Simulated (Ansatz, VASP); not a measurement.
Two plane-wave programs on Sb

The input INCAR:

```
SYSTEM = Sb
PREC = Accurate ; ENCUT = 520
EDIFF = 1E-6 ; ISMEAR = 0
SIGMA = 0.1 ; LREAL = .FALSE.
LASPH = .TRUE. ; NELM = 100
ALGO = Normal ; ISIF = 2
LWAVE = .FALSE. ; LCHARG = .FALSE.
GGA = PS ; NBANDS = 8
```

The input KPOINTS:

```
regular mesh
0
G
  14 14 14
  0 0 0
```

The input POSCAR:

```
Sb
1.0
    3.0617437791      0.0000000000      0.0000000000
    0.0000000000      3.0617437791      0.0000000000
    0.0000000000      0.0000000000      3.0617437791
Sb
1
Direct
    0.0000000000      0.0000000000      0.0000000000
```

Input for Ansatz:

```yaml
crystal:
  lattice:
    - [3.0617437791, 0.0, 0.0]
    - [0.0, 3.0617437791, 0.0]
    - [0.0, 0.0, 3.0617437791]
  atoms:
    - { symbol: Sb, position: [0.0, 0.0, 0.0] }
basis:
  ecutwfc: 420
kpoints:
  mp_grid: { grid: [14, 14, 14] }
hamiltonian:
  xc: pbesol
scf:
  occupations: { method: gaussian, width: 0.1 }
  algorithm: density_mixing
output:
  forces: true
  eigenvalues: true
  stress: true
```

Alike in both runs: task single point; functional PBEsol; k mesh 14 × 14 × 14; occupations gaussian, width 0.1 eV; no spin polarisation.

|  | VASP | Ansatz |
| --- | --- | --- |
| version | VASP 6.6.1 | Ansatz 0.2.0 |
| potentials or method | VASP PAW PBE potentials, release 64 (Sb), cutoff 520 eV | scalar-relativistic, plane waves, PAW |
| valence electrons in the cell | 5 | 15 |

VASP gave:

```
gap on the k mesh at the Fermi level (eV) : none
pressure (GPa)                            : 0.1
```

Task: Which values does Ansatz return?

Result: gap on the k mesh at the Fermi level (eV): none; pressure (GPa): 0.0.

VASP's potentials were made for PBE, not for PBEsol. A gap of «none» marks a metal or a gap that the smearing closes. The functional is the same, so the differences come from potentials, cutoffs and numerics. VASP's potentials hold 5 valence electrons a cell and Ansatz's 15, so a difference there can come from the potentials and not from the codes.

Spin-orbit coupling is off throughout.
